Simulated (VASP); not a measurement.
# Os (I4/mmm) in VASP: single point with r2SCAN

Aim: the single point of Os with r2SCAN.

All numbers are computed with VASP 6.6.1; they aren't measurements. Logs are shortened: lines on timing, memory, paths and dates and some standing lists are left out, and cuts for length are marked.

### 1 The cell of the first run

It takes space group I4/mmm (No. 139, tetragonal). The conventional cell has a = 2.709 Å, b = 2.709 Å, c = 3.948 Å, α = 90.00°, β = 90.00°, γ = 90.00°. Within 3.6 Å of Os (site symmetry 4/mmm) lie 12 Os at 2.71 to 2.75 Å.

### 2 Single point, r2SCAN (strain -0.015 along x and y, +0.015 along z)

POSCAR

```
Os
1.0
    0.0000000000      1.9158250000      1.9741750000
    1.9158250000      0.0000000000      1.9741750000
    1.9158250000      1.9158250000      0.0000000000
Os
1
Direct
    0.0000000000      0.0000000000      0.0000000000
```

INCAR.step1

```
PREC = Accurate
ENCUT = 520
ISMEAR = 0
SIGMA = 0.15
LREAL = F
LASPH = T
NELM = 60
NBANDS = 10
GGA = PE
ALGO = Normal
EDIFF = 1E-4
LWAVE = T
LCHARG = F
```

INCAR.step2

```
PREC = Accurate
ENCUT = 520
EDIFF = 1E-6
ISMEAR = 0
SIGMA = 0.15
LREAL = F
LASPH = T
NELM = 60
ALGO = Normal
ISIF = 2
LWAVE = F
LCHARG = T
METAGGA = R2SCAN
LMIXTAU = T
LELF = T
LVHAR = T
NBANDS = 10
ISTART = 1
```

KPOINTS

```
regular mesh
0
Gamma
  20 20 20
```

Potentials or basis: VASP PAW PBE potentials, release 64 (Os).

Command:

```console
cat potpaw_PBE.64/Os/POTCAR > POTCAR
cp INCAR.step1 INCAR
mpirun -np 1 vasp_std > vasp.out
cp INCAR.step2 INCAR
mpirun -np 1 vasp_std > vasp.out
```

OUTCAR:

```text
PREC = Accurate
   ENCUT = 520
   EDIFF = 1E-6
   ISMEAR = 0
   LREAL = F
   LASPH = T
   NELM = 60
   ISIF = 2
   METAGGA = R2SCAN
   ISTART = 1

 ion  position               nearest neighbor table
   1  0.000  0.000  0.000-

  LATTYP: Found a body centered tetragonal cell.
 ALAT       =     2.7093856981
 C/A-ratio  =     1.4572860567

  Lattice vectors:

 A1 = (  -1.9158250000,   0.0000000000,   1.9741750000)
 A2 = (   1.9158250000,   0.0000000000,   1.9741750000)
 A3 = (   0.0000000000,   1.9158250000,  -1.9741750000)

Analysis of symmetry for initial positions (statically):
=====================================================================
 Subroutine PRICEL returns:
 Original cell was already a primitive cell.

 Routine SETGRP: Setting up the symmetry group for a
 body centered tetragonal supercell.

 Subroutine GETGRP returns: Found 16 space group operations
 (whereof 16 operations were pure point group operations)
 out of a pool of 16 trial point group operations.

The static configuration has the point symmetry D_4h.

Analysis of symmetry for dynamics (positions and initial velocities):
=====================================================================
 Subroutine PRICEL returns:
 Original cell was already a primitive cell.

 Routine SETGRP: Setting up the symmetry group for a
 body centered tetragonal supercell.

 Subroutine GETGRP returns: Found 16 space group operations
 (whereof 16 operations were pure point group operations)
 out of a pool of 16 trial point group operations.

The dynamic configuration has the point symmetry D_4h.

 Subroutine INISYM returns: Found 16 space group operations
 (whereof 16 operations are pure point group operations),
 and found     1 'primitive' translations

----------------------------------------------------------------------------------------

                                     Primitive cell

  volume of cell :      14.4920

  direct lattice vectors                    reciprocal lattice vectors
     0.000000000  1.915825000  1.974175000    -0.260984171  0.260984171  0.253270353
     1.915825000  0.000000000  1.974175000     0.260984171 -0.260984171  0.253270353
     1.915825000  1.915825000  0.000000000     0.260984171  0.260984171 -0.253270353

  length of vectors
     2.750954809  2.750954809  2.709385698     0.447628582  0.447628582  0.447628582

  position of ions in fractional coordinates (direct lattice)
     0.000000000  0.000000000  0.000000000

  ion indices of the primitive-cell ions
   primitive index   ion index
                 1           1

----------------------------------------------------------------------------------------

 KPOINTS: regular mesh

Automatic generation of k-mesh.
 Grid dimensions read from file:
 generate k-points for:   20   20   20

 Generating k-lattice:

  Cartesian coordinates                     Fractional coordinates (reciprocal lattice)
    -0.013049209  0.013049209  0.012663518     0.050000000  0.000000000  0.000000000
     0.013049209 -0.013049209  0.012663518     0.000000000  0.050000000  0.000000000
     0.013049209  0.013049209 -0.012663518    -0.000000000 -0.000000000  0.050000000

  Length of vectors
     0.022381429  0.022381429  0.022381429

  Shift w.r.t. Gamma in fractional coordinates (k-lattice)
     0.000000000  0.000000000  0.000000000

 Subroutine IBZKPT returns following result:
 ===========================================

 Found    641 irreducible k-points:

 Following reciprocal coordinates:
            Coordinates               Weight
  0.000000  0.000000  0.000000      1.000000
  0.050000 -0.000000  0.000000      8.000000
  0.100000  0.000000  0.000000      8.000000
  0.150000  0.000000  0.000000      8.000000
  0.200000  0.000000  0.000000      8.000000
  0.250000  0.000000  0.000000      8.000000
[... 16 lines left out ...]
 -0.400000  0.050000  0.000000      8.000000
 -0.350000  0.050000  0.000000      8.000000
 [... further k-points ...]
   k-points           NKPTS =    641   k-points in BZ     NKDIM =    641   number of bands    NBANDS=     10
   number of dos      NEDOS =    301   number of ions     NIONS =      1
   total plane-waves  NPLWV =   8000
   dimension x,y,z NGX =    20 NGY =   20 NGZ =   20
   dimension x,y,z NGXF=    40 NGYF=   40 NGZF=   40
   ions per type =               1
   NGX,Y,Z   is equivalent  to a cutoff of  12.09, 12.09, 12.27 a.u.
   NGXF,Y,Z  is equivalent  to a cutoff of  24.17, 24.17, 24.54 a.u.
 SYSTEM =  unknown system
   PREC   = accura    normal or accurate (medium, high low for compatibility)
   ISTART =      1    job   : 0-new  1-cont  2-samecut
   ICHARG =      0    charge: 1-file 2-atom 10-const
   ISPIN  =      1    spin polarized calculation?
   LNONCOLLINEAR =      F non collinear calculations
   LSORBIT =      F    spin-orbit coupling
   LASPH  =      T    aspherical Exc in radial PAW
   ENCUT  =  520.0 eV  38.22 Ry    6.18 a.u.   5.11  5.11  5.04*2*pi/ulx,y,z
   NELM   =     60;   NELMIN=  2; NELMDL=  0     # of ELM steps
   EDIFF  = 0.1E-05   stopping-criterion for ELM
   LREAL  =      F    real-space projection
   EDIFFG = 0.1E-04   stopping-criterion for IOM
   NSW    =      0    number of steps for IOM
   IBRION =     -1    ionic relax: 0-MD 1-quasi-New 2-CG
   NFREE  =      0    steps in history (QN), initial steepest desc. (CG)
   ISIF   =      2    stress and relaxation
   ISYM   =      2    0-nonsym 1-usesym 2-fastsym
   POTIM  = 0.5000    time-step for ionic-motion
   TEBEG  =    0.0;   TEEND  =   0.0 temperature during run
   PSTRESS=    0.0 pullay stress
   NELECT =       8.0000    total number of electrons
   NUPDOWN=      -1.0000    fix difference up-down
   EMIN   =  10.00;   EMAX   =-10.00  energy-range for DOS
   EFERMI =   0.00;   METHOD = LEGACY
   ISMEAR =     0;   SIGMA  =   0.15  broadening in eV -4-tet -1-fermi 0-gaus
   EFERMI_NEDOS =   21; number of points for ismear=-14 and -15
   IALGO  =     38    algorithm
   IMIX   =      4    mixing-type and parameters
     AMIX     =   0.40;   BMIX     =  1.00
     AMIX_MAG =   1.60;   BMIX_MAG =  1.00
  volume/ion in A,a.u.               =      14.49        97.80
  Fermi-wavevector in a.u.,A,eV,Ry     =   1.342958  2.537822 24.538595  1.803536
  Thomas-Fermi vector in A             =   2.471070
   LORBIT       =      0    0 simple, 1 ext, 2 COOP (PROOUT), +10 PAW based schemes
   METAGGA = R2SCAN    functional components
   LHFCALC =     F    Hartree Fock is set to
   AEXX    =    0.0000 exact exchange contribution
   IVDW    =     0    specifies the selected vdW correction
   LEPSILON=     F    determine dielectric tensor
   LRPA    =     F    only Hartree local field effects (RPA)
 non-spin polarized calculation
 Gauss-broadening in eV      SIGMA  =   0.15
  energy-cutoff  :      520.00
  volume of cell :       14.49
 maximum number of plane-waves:       404
   NGX = 11   NGY = 11   NGZ =  9

 number of electron       8.0000001 magnetization

 Free energy of the ion-electron system (eV)
  ---------------------------------------------------
  ext. energy  EPLUGINS =         0.00000000
  ---------------------------------------------------
  free energy    TOTEN  =       -52.83336215 eV

  energy without entropy =      -52.82290446  energy(sigma->0) =      -52.82813331

 E-fermi :   8.6410     XC(G=0): -15.1538

 val. band max:        8.6353455611   @ k =  -0.2500   0.0500   0.0000
 cond. band min:       8.6429424123   @ k =  -0.1000   0.3000   0.2000
 fundamental gap:      0.0075968512
 Fermi energy:         8.6410463781

 k-point     1 :       0.0000    0.0000    0.0000
  band No.  band energies     occupation
      1      -2.3714      2.00000
      2       5.3578      2.00000
      3       5.8154      2.00000
      4       5.8154      2.00000
      5       8.3356      1.99602
      6       8.9203      0.00848
      7      23.5860      0.00000
      8      28.8435      0.00000
      9      29.8701      0.00000
     10      29.8701      0.00000

 k-point     2 :       0.0500   -0.0000    0.0000
  band No.  band energies     occupation
      1      -2.2528      2.00000
      2       5.3686      2.00000
      3       5.7850      2.00000
      4       5.8694      2.00000
      5       8.3039      1.99852
      6       8.8749      0.02747
      7      23.8051      0.00000
      8      28.6585      0.00000
      9      29.6116      0.00000
     10      30.0798      0.00000

 k-point     3 :       0.1000    0.0000    0.0000
  band No.  band energies     occupation
      1      -1.9070      2.00000
      2       5.3103      2.00000
      3       5.7904      2.00000
      4       6.0166      2.00000
      5       8.2358      1.99987
      6       8.7626      0.25172
      7      24.4179      0.00000
      8      27.5742      0.00000
      9      29.9939      0.00000
     10      30.6935      0.00000

 k-point     4 :       0.1500    0.0000    0.0000
  band No.  band energies     occupation
      1      -1.3669      2.00000
      2       5.1229      2.00000
      3       5.8978      2.00000
      4       6.2067      2.00000
      5       8.2130      1.99995
      6       8.6551      0.89474
      7      25.2155      0.00000
      8      26.3077      0.00000
      9      30.9077      0.00000
     10      31.6668      0.00000

 k-point     5 :       0.2000    0.0000    0.0000
  band No.  band energies     occupation
      1      -0.6997      2.00000
      2       4.9507      2.00000
      3       5.9662      2.00000
      4       6.3452      2.00000
      5       8.3563      1.99273
      6       8.6696      0.78743
      7      24.6930      0.00000
      8      26.3882      0.00000
      9      32.1394      0.00000
     10      32.9245      0.00000

 k-point     6 :       0.2500    0.0000    0.0000
  band No.  band energies     occupation
      1      -0.0231      2.00000
      2       4.9612      2.00000
      3       5.9065      2.00000
      4       6.3429      2.00000
      5       8.7368      0.36642
      6       8.9086      0.01165
      7      23.4410      0.00000
      8      26.6750      0.00000
      9      33.5190      0.00000
     10      34.2458      0.00000
[... 183 lines left out ...]
 k-point    21 :       0.5000    0.0500    0.0000
  band No.  band energies     occupation
      1       0.9957      2.00000
      2       5.1635      2.00000
      3       5.8114      2.00000
      4       8.0011      2.00000
      5      10.9169      0.00000
      6      11.4710      0.00000
      7      17.6472      0.00000
      8      23.3396      0.00000
      9      29.3881      0.00000
     10      29.8393      0.00000

 k-point    22 :      -0.4500    0.0500    0.0000
  band No.  band energies     occupation
      1       0.9986      2.00000
      2       5.1983      2.00000
      3       5.8068      2.00000
      4       7.8838      2.00000
      5      10.7366      0.00000
      6      11.5600      0.00000
      7      17.8049      0.00000
      8      23.3989      0.00000
      9      29.1859      0.00000
     10      30.2178      0.00000

 k-point    23 :      -0.4000    0.0500    0.0000
  band No.  band energies     occupation
      1       0.9999      2.00000
      2       5.3050      2.00000
      3       5.8797      2.00000
      4       7.1630      2.00000
      5      10.3224      0.00000
      6      11.2591      0.00000
      7      18.8455      0.00000
      8      23.8049      0.00000
      9      29.6120      0.00000
     10      31.1726      0.00000

 k-point    24 :      -0.3500    0.0500    0.0000
  band No.  band energies     occupation
      1       0.9480      2.00000
      2       5.4620      2.00000
      3       6.0209      2.00000
      4       6.2175      2.00000
      5       9.7608      0.00000
      6      10.7098      0.00000
      7      20.2851      0.00000
      8      24.5913      0.00000
      9      30.5651      0.00000
     10      32.6256      0.00000

 [... further k-points ...]
[... 5 lines left out ...]
  --------------------------------------------------------------------------------------
  -------------------------------------------------------------------------------------
  Total       -0.6837765     -0.6837765     -1.5255949      0.0000000     -0.0000000     -0.0000000
  in kB      -75.5957614    -75.5957614   -168.6640400      0.0000000     -0.0000000     -0.0000000
  external PRESSURE =    -106.6185209 kB  Pullay stress =       0.0000000 kB

 VOLUME and BASIS-vectors are now :
 -----------------------------------------------------------------------------
  energy-cutoff  :      520.00
  volume of cell :       14.49
      direct lattice vectors                 reciprocal lattice vectors
     0.000000000  1.915825000  1.974175000    -0.260984171  0.260984171  0.253270353
     1.915825000  0.000000000  1.974175000     0.260984171 -0.260984171  0.253270353
     1.915825000  1.915825000  0.000000000     0.260984171  0.260984171 -0.253270353

 POSITION                                       TOTAL-FORCE (eV/Angst)
 -----------------------------------------------------------------------------------
      0.00000      0.00000      0.00000         0.000000     -0.000000      0.000000
 -----------------------------------------------------------------------------------
    total drift:                                0.000000      0.000000     -0.000000

  FREE ENERGIE OF THE ION-ELECTRON SYSTEM (eV)
  ---------------------------------------------------
  free  energy   TOTEN  =       -52.8333621538 eV

  energy  without entropy=      -52.8229044638  energy(sigma->0) =      -52.82813331
```

It took 3.1 min on 1 thread of Intel Xeon Platinum 8375C at 2.90GHz (Ice Lake), shared host; peak memory 0.21 GiB.

Results:

- Free energy: -52.8334 eV
- Pressure: -10.7 GPa
- Band gap on the k mesh: zero (band 4 reaches 11.18 eV, above the bottom of band 5 at 7.14 eV)

Stress tensor (GPa, compression positive):
```
 -7.56   0.00   0.00
  0.00  -7.56   0.00
  0.00   0.00 -16.87
```

Levels at points of the mesh, in eV from the Fermi level:
```tsv
k point	band 1	band 2	band 3	band 4	band 5	band 6	band 7	band 8	band 9
(0.00, 0.00, 0.00)	-11.01	-3.28	-2.83	-2.83	-0.31	0.28	14.94	20.20	21.23
(0.50, 0.00, 0.00)	-7.75	-3.38	-2.92	-0.26	2.26	2.49	9.01	14.48	20.80
(0.50, 0.50, 0.00)	-7.61	-6.86	1.87	2.35	3.05	3.05	11.79	13.02	13.02
(0.50, 0.00, 0.50)	-7.57	-6.88	2.28	2.54	2.85	3.28	12.26	12.64	12.65
```

Caveat: the cell differs from its parent crystal (strain -0.015 along x and y, +0.015 along z); the PAW data sets were made with another functional, which shifts forces and pressure a little; spin-orbit coupling is left out, which moves the levels of the heavy elements.
